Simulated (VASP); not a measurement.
CF4: single point with LDA

CF4:

```
C F
1.0
     9.28627    0.00000    0.00000
     0.00000    9.28627    0.00000
     0.00000    0.00000    9.28627
C F
8 32
Direct
  0.30788 0.86332 0.58356
  0.56543 0.49963 0.38378
  0.58827 0.18340 0.95602
  0.85131 0.91972 0.50047
  0.96677 0.72814 0.89261
  0.16710 0.32998 0.75502
  0.06027 0.41604 0.32425
  0.48206 0.68488 0.96044
  0.17947 0.93691 0.55815
  0.30731 0.74260 0.51322
  0.40616 0.95584 0.54405
  0.30190 0.85138 0.72020
  0.68034 0.53069 0.31306
  0.46292 0.59548 0.33589
  0.52143 0.37484 0.34265
  0.58788 0.49532 0.52119
  0.67477 0.29520 0.97242
  0.65583 0.06964 0.89475
  0.54809 0.13133 0.07843
  0.47072 0.22052 0.87752
  0.72585 0.92562 0.43086
  0.86439 0.03498 0.57868
  0.84758 0.79921 0.57597
  0.96223 0.92455 0.41132
  0.05996 0.82137 0.84611
  0.03130 0.64381 0.99732
  0.86259 0.79765 0.95708
  0.90729 0.65640 0.79171
  0.05147 0.25654 0.70985
  0.13977 0.46452 0.75519
  0.19517 0.28787 0.89066
  0.27408 0.29328 0.66720
  0.01107 0.54674 0.30676
  0.95993 0.31963 0.28616
  0.18242 0.38656 0.25916
  0.06313 0.41328 0.46653
  0.44350 0.64967 0.81685
  0.56070 0.80613 0.94928
  0.36998 0.70858 0.04257
  0.55834 0.57481 0.00920
```

```json
{
 "Program": "VASP 6.6.1",
 "Task": "single point",
 "Functional": "LDA",
 "Potentials or basis": "VASP PAW LDA potentials, release 64 (C, F)",
 "Cutoff": "520 eV",
 "k mesh": "1 × 1 × 1",
 "Occupations": "fermi-dirac, width 0.02 eV",
 "Spin": "no spin polarisation"
}
```

```json
{
  "Pressure": "1.1 GPa",
  "Largest force": "4.480 eV/Å",
  "Band gap on the k mesh": "8.09 eV"
}
```

Forces in eV/Å, atoms in the order of the input:
```
C   -3.241  2.961 -0.889
C   -1.609  0.823 -1.573
C   -0.194 -1.111 -1.262
C   -0.309  0.153 -0.907
C    0.266  0.163  2.896
C   -0.376 -2.851  0.288
C   -1.785 -0.394  1.179
C    0.463  0.146 -2.482
F    0.198 -0.632 -0.902
F    0.501 -0.499 -0.136
F    1.485 -0.346 -0.469
F    1.173 -1.181  2.490
F    2.293  0.773 -0.598
F    0.422 -0.142  1.294
F   -0.934 -2.394 -0.519
F   -0.132  0.901  1.289
F   -0.108 -0.159 -0.265
F    0.179  1.082 -0.839
F   -0.894  0.288  1.990
F    1.122 -0.098  0.379
F   -0.052  0.094 -0.518
F   -0.246  0.814  1.564
F    0.557 -0.079  0.324
F   -0.193 -0.878 -0.731
F    1.067  0.395 -0.697
F   -0.386  0.281 -1.416
F   -1.039  0.934  1.049
F    0.038 -1.918 -1.636
F   -0.201  0.061  0.104
F   -0.041  2.210 -0.291
F    0.245  0.088 -0.351
F    0.319  0.484  0.278
F    0.004  1.440 -2.313
F    0.280 -0.003 -0.674
F   -0.079  0.390  0.275
F    1.577 -1.363  1.481
F    0.184  0.237  2.360
F   -0.341 -0.904  0.380
F   -0.176 -0.169 -0.280
F   -0.033  0.404  0.128
```

Stress tensor (GPa, compression positive):
```
 0.68  0.31 -0.32
 0.31  1.02 -0.01
-0.32 -0.01  1.64
```

Levels at points of the mesh, in eV from the valence-band top:
```tsv
k point	band 124	band 125	band 126	band 127	band 128	band 129	band 130	band 131	band 132	band 133
(0.00, 0.00, 0.00)	-0.53	-0.47	-0.33	-0.18	0.00	8.09	9.81	9.93	9.93	10.02
```

Run time: 2.4 min on 1 thread of Intel(R) Xeon(R) Platinum 8488C (Sapphire Rapids), on a shared host, peak memory 0.49 GiB.

Caveat: the k points lie up to 0.68 Å⁻¹ apart; the atoms stand as in a frame of molecular dynamics.
